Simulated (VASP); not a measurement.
Write the native input for VASP 6.6.1 that does the following.

* Task: single point
* Functional: r2SCAN
* Potentials or basis: VASP PAW PBE potentials, release 64 (W_sv)
* Cutoff: 520 eV
* k mesh: 18 × 18 × 18
* Occupations: gaussian, width 0.05 eV
* Spin: no spin polarisation
* Dipole correction: no
* Further INCAR settings: ALGO = Normal; EDIFF = 1e-06; NBANDS = 13

The system is W.

```
W
1.0
    -1.58413    1.58413    1.58413
     1.58413   -1.58413    1.58413
     1.58413    1.58413   -1.58413
W
1
Direct
  0.00000 0.00000 0.00000
```

The input as run:

POSCAR

```
W
1.0
   -1.5841318507      1.5841318507      1.5841318507
    1.5841318507     -1.5841318507      1.5841318507
    1.5841318507      1.5841318507     -1.5841318507
W
1
Direct
    0.0000000000      0.0000000000      0.0000000000
```

INCAR.step1

```
PREC = Accurate
ENCUT = 520
ISMEAR = 0
SIGMA = 0.05
LREAL = False
LASPH = True
NELM = 100
NBANDS = 13
GGA = PE
ALGO = Normal
EDIFF = 1E-4
LWAVE = True
LCHARG = False
```

INCAR.step2

```
PREC = Accurate
ENCUT = 520
EDIFF = 1E-6
ISMEAR = 0
SIGMA = 0.05
LREAL = False
LASPH = True
NELM = 100
ALGO = Normal
ISIF = 2
LWAVE = False
LCHARG = False
METAGGA = R2SCAN
LMIXTAU = True
NBANDS = 13
ISTART = 1
```

KPOINTS

```
Automatic mesh
0
Gamma
  18 18 18
```

Potentials or basis: VASP PAW PBE potentials, release 64 (W_sv).

Command:

```sh
$ cat potpaw_PBE.64/W_sv/POTCAR > POTCAR
$ cp INCAR.step1 INCAR
$ mpirun -np 1 vasp_std > vasp.out
$ cp INCAR.step2 INCAR
$ mpirun -np 1 vasp_std > vasp.out
```

Results of the run:

```yaml
Pressure: 1.2 GPa
Band_gap_on_the_k_mesh: zero (bands 7 and 8 overlap by 6.59 eV)
```

Caveat: the PAW data sets were made with another functional, which shifts forces and pressure a little; spin-orbit coupling is left out, which moves the levels of the heavy elements.

It took 2.3 min on 1 thread of Intel Xeon 8259CL (shared host), peak memory 0.16 GiB.
